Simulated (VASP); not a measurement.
# CoO: single point with PBE

Crystal: CoO.

```
Co O
1.0
     0.03197    2.14749    2.14749
     2.14749    0.03197    2.14749
     2.14749    2.14749    0.03197
Co O
1 1
Direct
  0.00000 0.00000 0.00000
  0.50000 0.50000 0.50000
```

This cell differs from its parent crystal: equal xy, yz and zx shear strains of +1.5 %.

* Program: VASP 6.6.1
* Task: single point
* Functional: PBE
* Potentials or basis: VASP PAW PBE potentials, release 64 (Co, O)
* Cutoff: 520 eV
* k mesh: 15 × 15 × 15
* Occupations: fermi-dirac, width 0.05 eV
* Spin: collinear spin, ferromagnetic start
* Starting moments: [2.0, 0.0] μB
* Dipole correction: no
* Further INCAR settings: ALGO = Normal; EDIFF = 1e-07; NBANDS = 18

```
Pressure                                              : -2.3 GPa
Net moment                                            : 2.91 μB per cell
Site moments                                          : Co +2.56; O +0.30 μB
Valence electrons inside the program's atomic spheres : Co 7.79; O 4.98
```

Stress tensor (GPa, compression positive):
```
-2.35  0.37  0.37
 0.37 -2.35  0.37
 0.37  0.37 -2.35
```

Levels at points of the mesh, in eV from the Fermi level:
Spin up:
| k point | band 6 | band 7 | band 8 | band 9 | band 10 | band 11 | band 12 | band 13 |
| --- | --- | --- | --- | --- | --- | --- | --- | --- |
| (0.00, 0.00, 0.00) | -3.04 | -3.04 | -2.99 | -2.99 | 1.00 | 16.85 | 17.71 | 18.35 |
Spin down:
| k point | band 3 | band 4 | band 5 | band 6 | band 7 | band 8 | band 9 | band 10 |
| --- | --- | --- | --- | --- | --- | --- | --- | --- |
| (0.00, 0.00, 0.00) | -2.48 | -2.48 | -1.12 | -1.08 | -1.08 | 0.07 | 0.07 | 1.54 |

Wall time 2.7 min on 1 thread of Intel(R) Xeon(R) 6975P-C (Granite Rapids), on a shared host, peak memory 0.29 GiB.

Caveat: the cell differs from its parent crystal (equal xy, yz and zx shear strains of +1.5 %); a cell with one magnetic atom can't hold antiferromagnetic order, which such compounds often take; semilocal functionals often make such compounds metallic where correlation or magnetic order opens a gap, which also shifts bond lengths.
